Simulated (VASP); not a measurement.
# TiCo3 (Pm-3m) in VASP: notebook, part 2 of 2

VASP 6.6.1. Earlier steps stand in the parts before.

### Step 3. Single point, PBEsol, collinear spin, ferromagnetic start (volume scaled by 0.97)

Contents of INCAR:

```
SYSTEM = TiCo3
PREC = Accurate ; ENCUT = 520
EDIFF = 1E-6 ; ISMEAR = 0
SIGMA = 0.1 ; LREAL = .False.
LASPH = .True. ; NELM = 150
ALGO = Normal ; ISIF = 2
LWAVE = .False. ; LCHARG = .False.
ISPIN = 2 ; MAGMOM = 0 0.3 0.3 0.3
LORBIT = 11 ; LMAXMIX = 4
GGA = PS ; NBANDS = 32
```

Contents of KPOINTS:

```
regular mesh
0
Gamma
  12 12 12
  0 0 0
```

Contents of POSCAR:

```
TiCo3
1.0
    3.4927490176      0.0000000000      0.0000000000
    0.0000000000      3.4927490176      0.0000000000
    0.0000000000      0.0000000000      3.4927490176
Ti Co
1 3
Direct
    0.0000000000      0.0000000000      0.0000000000
    0.0000000000      0.5000000000      0.5000000000
    0.5000000000      0.0000000000      0.5000000000
    0.5000000000      0.5000000000      0.0000000000
```

Potentials or basis: VASP PAW PBE potentials, release 64 (Ti_sv, Co).

Run with:

```console
> cat potpaw_PBE.64/Ti_sv/POTCAR potpaw_PBE.64/Co/POTCAR > POTCAR
> mpirun -np 1 vasp_std > vasp.out
```

Run time: 5.8 min. Hardware: 1 thread of Oxide Virtual Turin-like, shared host; peak memory 0.26 GiB.

The run converged. Its results:

```yaml
Free_energy: -32.7012 eV
Pressure: 6.8 GPa
Net_moment: 0.48 μB per cell
Site_moments: Ti -0.05; Co +0.18 μB
Valence_electrons_inside_the_program's_atomic_spheres: Ti 10.55; Co 8.50
```

Levels at points of the mesh, in eV from the Fermi level:
Spin up:
```csv
k point,band 17,band 18,band 19,band 20,band 21,band 22,band 23,band 24
"(0.00, 0.00, 0.00)",0.40,0.69,0.69,0.69,2.73,2.73,3.55,3.55
"(0.50, 0.00, 0.00)",-0.69,-0.69,-0.64,-0.02,0.69,1.29,1.29,2.06
"(0.50, 0.50, 0.00)",-1.06,-0.99,-0.99,-0.48,-0.46,1.84,1.84,2.33
"(0.50, 0.50, 0.50)",-0.10,0.45,0.45,0.45,0.95,0.95,0.95,2.35
```
Spin down:
```csv
k point,band 16,band 17,band 18,band 19,band 20,band 21,band 22,band 23,band 24,band 25
"(0.00, 0.00, 0.00)",0.07,0.62,0.85,0.85,0.85,2.81,2.81,3.57,3.57,3.57
"(0.50, 0.00, 0.00)",-0.66,-0.54,-0.54,-0.43,0.24,0.85,1.30,1.30,2.13,2.64
"(0.50, 0.50, 0.00)",-1.36,-0.86,-0.74,-0.74,-0.34,-0.30,1.85,1.85,2.43,2.47
"(0.50, 0.50, 0.50)",-0.98,-0.07,0.63,0.63,0.63,0.95,0.95,0.95,2.44,2.44
```

Caveat: the PAW data sets were made with another functional, which shifts forces and pressure a little.

### Step 4. Single point, PBEsol, collinear spin, ferrimagnetic start

Contents of INCAR:

```
PREC     = Accurate       # precision mode
ENCUT    = 520            # plane-wave cutoff, eV
EDIFF    = 1E-7           # SCF threshold, eV
ISMEAR   = 0              # smearing method
SIGMA    = 0.1            # smearing width, eV
LREAL    = False          # projectors in reciprocal space
LASPH    = True           # aspherical terms in the spheres
NELM     = 150            # most SCF steps
ALGO     = Fast           # electronic algorithm
ISIF     = 2              # what is computed and relaxed
LWAVE    = False          # write WAVECAR
LCHARG   = False          # write CHGCAR
ISPIN    = 2              # spin polarisation
MAGMOM   = -0.36 1.15 1.15 1.15 # initial moments
LORBIT   = 11             # projections on sites
LMAXMIX  = 4              # l up to which the mixer works
GGA      = PS             # functional
NBANDS   = 32             # bands
```

Contents of KPOINTS:

```
regular mesh
0
Gamma
  12 12 12
```

Contents of POSCAR:

```
TiCo3
1.0
    3.5283917755      0.0000000000      0.0000000000
    0.0000000000      3.5283917755      0.0000000000
    0.0000000000      0.0000000000      3.5283917755
Ti Co
1 3
Direct
    0.0000000000      0.0000000000      0.0000000000
    0.0000000000      0.5000000000      0.5000000000
    0.5000000000      0.0000000000      0.5000000000
    0.5000000000      0.5000000000      0.0000000000
```

Run with:

```console
> cat potpaw_PBE.64/Ti_sv/POTCAR potpaw_PBE.64/Co/POTCAR > POTCAR
> mpirun -np 1 vasp_std > vasp.out
```

Wall time 7.6 min (1 thread of Oxide Virtual Turin-like, shared host); peak memory 0.26 GiB.

It converged, with:

| Item | Value |
| --- | --- |
| Free energy | -32.7258 eV |
| Pressure | -0.7 GPa |
| Net moment | 0.69 μB per cell |
| Site moments | Ti -0.08; Co +0.26 μB |
| Valence electrons inside the program's atomic spheres | Ti 10.49; Co 8.43 |

Levels at points of the mesh, in eV from the Fermi level:
Spin up:
```csv
k point,band 18,band 19,band 20,band 21,band 22,band 23
"(0.00, 0.00, 0.00)",0.59,0.59,0.59,2.60,2.60,3.44
"(0.50, 0.00, 0.00)",-0.71,-0.68,-0.10,0.60,1.24,1.24
"(0.50, 0.50, 0.00)",-1.02,-1.02,-0.50,-0.50,1.77,1.77
"(0.50, 0.50, 0.50)",0.36,0.36,0.36,0.89,0.89,0.89
```
Spin down:
```csv
k point,band 17,band 18,band 19,band 20,band 21,band 22
"(0.00, 0.00, 0.00)",0.64,0.84,0.84,0.84,2.72,2.72
"(0.50, 0.00, 0.00)",-0.50,-0.50,-0.37,0.28,0.84,1.25
"(0.50, 0.50, 0.00)",-0.78,-0.67,-0.67,-0.30,-0.26,1.78
"(0.50, 0.50, 0.50)",-0.05,0.64,0.64,0.64,0.87,0.87
```

Caveat: the PAW data sets were made with another functional, which shifts forces and pressure a little.

### Step 5. Single point, PBEsol, collinear spin, ferromagnetic start (volume scaled by 0.88)

Contents of INCAR:

```
  PREC = Accurate
  ENCUT = 520
  EDIFF = 1E-6
  ISMEAR = 0
  SIGMA = 0.1
  LREAL = F
  LASPH = T
  NELM = 150
  ALGO = Normal
  ISIF = 2
  LWAVE = F
  LCHARG = T
  ISPIN = 2
  MAGMOM = 0 0.3 0.3 0.3
  LORBIT = 11
  LMAXMIX = 4
  GGA = PS
  LELF = T
  LVHAR = T
  NBANDS = 32
```

Contents of KPOINTS:

```
Automatic mesh
0
Gamma
  12 12 12
```

Contents of POSCAR:

```
TiCo3
1.0
    3.3812012833      0.0000000000      0.0000000000
    0.0000000000      3.3812012833      0.0000000000
    0.0000000000      0.0000000000      3.3812012833
Ti Co
1 3
Direct
    0.0000000000      0.0000000000      0.0000000000
    0.0000000000      0.5000000000      0.5000000000
    0.5000000000      0.0000000000      0.5000000000
    0.5000000000      0.5000000000      0.0000000000
```

Run with:

```console
> cat potpaw_PBE.64/Ti_sv/POTCAR potpaw_PBE.64/Co/POTCAR > POTCAR
> mpirun -np 1 vasp_std > vasp.out
```

Wall time 3.8 min (1 thread of Oxide Virtual Turin-like, shared host); peak memory 0.25 GiB.

Results (log left out):

| Item | Value |
| --- | --- |
| Free energy | -32.1707 eV |
| Pressure | 38.9 GPa |
| Net moment | 0.00 μB per cell |
| Valence electrons inside the program's atomic spheres | Ti 10.77; Co 8.72 |

Levels at points of the mesh, in eV from the Fermi level:
Spin up:
| k point | band 16 | band 17 | band 18 | band 19 | band 20 | band 21 | band 22 | band 23 | band 24 | band 25 |
| --- | --- | --- | --- | --- | --- | --- | --- | --- | --- | --- |
| (0.00, 0.00, 0.00) | -0.05 | 0.60 | 0.92 | 0.92 | 0.92 | 3.11 | 3.11 | 3.95 | 3.95 | 3.95 |
| (0.50, 0.00, 0.00) | -0.88 | -0.70 | -0.70 | -0.62 | 0.15 | 0.92 | 1.40 | 1.40 | 2.33 | 2.92 |
| (0.50, 0.50, 0.00) | -1.62 | -1.12 | -0.98 | -0.98 | -0.48 | -0.42 | 2.03 | 2.03 | 2.66 | 2.81 |
| (0.50, 0.50, 0.50) | -1.21 | -0.18 | 0.64 | 0.64 | 0.64 | 1.19 | 1.19 | 1.19 | 2.72 | 2.72 |
Spin down:
```
           k point  band 16  band 17  band 18  band 19  band 20  band 21  band 22  band 23  band 24  band 25
(0.00, 0.00, 0.00)    -0.05     0.60     0.92     0.92     0.92     3.11     3.11     3.95     3.95     3.95
(0.50, 0.00, 0.00)    -0.88    -0.70    -0.70    -0.61     0.15     0.92     1.40     1.40     2.33     2.92
(0.50, 0.50, 0.00)    -1.62    -1.12    -0.98    -0.98    -0.47    -0.42     2.03     2.03     2.66     2.81
(0.50, 0.50, 0.50)    -1.20    -0.18     0.64     0.64     0.64     1.19     1.19     1.19     2.72     2.72
```

Caveat: the PAW data sets were made with another functional, which shifts forces and pressure a little.

### Step 6. Single point, PBEsol, collinear spin, ferromagnetic start (volume scaled by 0.91)

Contents of INCAR:

```
SYSTEM = TiCo3
PREC = Accurate
ENCUT = 520
EDIFF = 1E-7
ISMEAR = 0
SIGMA = 0.1
LREAL = .FALSE.
LASPH = .TRUE.
NELM = 150
ALGO = Normal
ISIF = 2
LWAVE = .FALSE.
LCHARG = .FALSE.
ISPIN = 2
MAGMOM = 0 0.3 0.3 0.3
LORBIT = 11
LMAXMIX = 4
GGA = PS
NBANDS = 32
```

Contents of KPOINTS:

```
regular mesh
0
G
  12 12 12
  0 0 0
```

Contents of POSCAR:

```
TiCo3
1.0
    3.4191954891      0.0000000000      0.0000000000
    0.0000000000      3.4191954891      0.0000000000
    0.0000000000      0.0000000000      3.4191954891
Ti Co
1 3
Direct
    0.0000000000      0.0000000000      0.0000000000
    0.0000000000      0.5000000000      0.5000000000
    0.5000000000      0.0000000000      0.5000000000
    0.5000000000      0.5000000000      0.0000000000
```

Potentials or basis: VASP PAW PBE potentials, release 64 (Ti_sv, Co).

Run with:

```console
> cat potpaw_PBE.64/Ti_sv/POTCAR potpaw_PBE.64/Co/POTCAR > POTCAR
> mpirun -np 1 vasp_std > vasp.out
```

Run time: 7.4 min. Hardware: 1 thread of Oxide Virtual Turin-like, shared host; peak memory 0.25 GiB.

The run converged. Its results:

- Free energy: -32.4377 eV
- Pressure: 26.3 GPa
- Net moment: 0.00 μB per cell
- Valence electrons inside the program's atomic spheres: Ti 10.69; Co 8.64

Levels at points of the mesh, in eV from the Fermi level:
Spin up:
```csv
k point,band 16,band 17,band 18,band 19,band 20,band 21,band 22,band 23,band 24,band 25
"(0.00, 0.00, 0.00)",-0.05,0.57,0.87,0.87,0.87,3.00,3.00,3.81,3.81,3.81
"(0.50, 0.00, 0.00)",-0.83,-0.66,-0.66,-0.58,0.14,0.87,1.37,1.37,2.25,2.83
"(0.50, 0.50, 0.00)",-1.53,-1.06,-0.93,-0.93,-0.45,-0.40,1.97,1.97,2.59,2.67
"(0.50, 0.50, 0.50)",-1.14,-0.14,0.61,0.61,0.61,1.11,1.11,1.11,2.61,2.61
```
Spin down:
| k point | band 18 | band 19 | band 20 | band 21 | band 22 | band 23 |
| --- | --- | --- | --- | --- | --- | --- |
| (0.00, 0.00, 0.00) | 0.87 | 0.87 | 0.87 | 3.00 | 3.00 | 3.81 |
| (0.50, 0.00, 0.00) | -0.66 | -0.58 | 0.14 | 0.87 | 1.37 | 1.37 |
| (0.50, 0.50, 0.00) | -0.93 | -0.93 | -0.45 | -0.40 | 1.97 | 1.97 |
| (0.50, 0.50, 0.50) | 0.61 | 0.61 | 0.61 | 1.11 | 1.11 | 1.11 |

Caveat: the PAW data sets were made with another functional, which shifts forces and pressure a little.

### Step 7. Summary

| spin | cell | gap on the mesh (eV) | pressure (GPa) | moment (μB) |
| --- | --- | --- | --- | --- |
| collinear, ferrimagnetic start | a = 3.528 Å, 4 atoms | none | -0.7 | 0.69 |
| collinear, ferromagnetic start | a = 3.493 Å, 4 atoms | none | 6.8 | 0.48 |
| collinear, ferromagnetic start | a = 3.381 Å, 4 atoms | none | 38.9 | 0.00 |
| collinear, ferromagnetic start | a = 3.419 Å, 4 atoms | none | 26.3 | 0.00 |

Alike in all rows: task single point; level PBEsol; potentials or basis VASP PAW PBE potentials, release 64 (Ti_sv, Co); k mesh 12 × 12 × 12; cutoff (eV) 520; smearing gaussian 0.1 eV.

Caveats: the PAW data sets were made with another functional, which shifts forces and pressure a little.

Absolute energies hang on the potentials; compare differences alone.
